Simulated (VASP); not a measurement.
**BaTe: single point with PBEsol**

BaTe:

```
CELL_PARAMETERS angstrom
0.00000 3.41000 3.41000
3.41000 0.00000 3.41000
3.41000 3.41000 0.00000
ATOMIC_POSITIONS crystal
Ba 0.00000 0.00000 0.00000
Te 0.49395 0.49200 0.50422
```

```
Program             : VASP 6.6.1
Task                : single point
Functional          : PBEsol
Potentials or basis : VASP PAW PBE potentials, release 64 (Ba_sv, Te)
Cutoff              : 520 eV
k mesh              : 8 × 8 × 8
Occupations         : gaussian, width 0.05 eV
Spin                : no spin polarisation
```

| Property | Result |
| --- | --- |
| Pressure | 2.4 GPa |
| Largest force | 0.145 eV/Å |
| Band gap on the k mesh | 1.24 eV (least direct gap 1.62 eV) |

Forces in eV/Å, atoms in the order of the input:
```
Ba  -0.037 -0.018 -0.139
Te   0.037  0.018  0.139
```

Stress tensor (GPa, compression positive):
```
 2.36  0.00 -0.01
 0.00  2.36  0.00
-0.01  0.00  2.46
```

Levels at points of the mesh, in eV from the valence-band top:
```tsv
k point	band 6	band 7	band 8	band 9	band 10	band 11
(0.00, 0.00, 0.00)	0.00	0.00	0.00	2.80	2.81	2.81
(0.50, 0.00, 0.00)	-2.51	-1.31	-1.31	4.18	4.88	5.01
(0.00, 0.50, 0.00)	-2.51	-1.31	-1.31	4.18	4.88	5.01
(0.00, 0.00, 0.50)	-2.51	-1.31	-1.31	4.18	4.88	5.01
(0.50, 0.50, 0.50)	-2.51	-1.31	-1.31	4.18	4.89	5.01
(0.50, 0.50, 0.00)	-1.16	-0.38	-0.38	1.24	4.54	4.89
(0.00, 0.50, 0.50)	-1.16	-0.39	-0.38	1.25	4.54	4.89
(0.50, 0.00, 0.50)	-1.16	-0.39	-0.38	1.25	4.54	4.89
```

Wall time 4.6 min on 1 thread of Intel(R) Xeon(R) Platinum 8488C (Sapphire Rapids), with other jobs on the host, peak memory 0.46 GiB.

Caveat: the PAW data sets were made with another functional, which shifts forces and pressure a little; spin-orbit coupling is left out, which moves the levels of the heavy elements. A k mesh can miss the band edges.
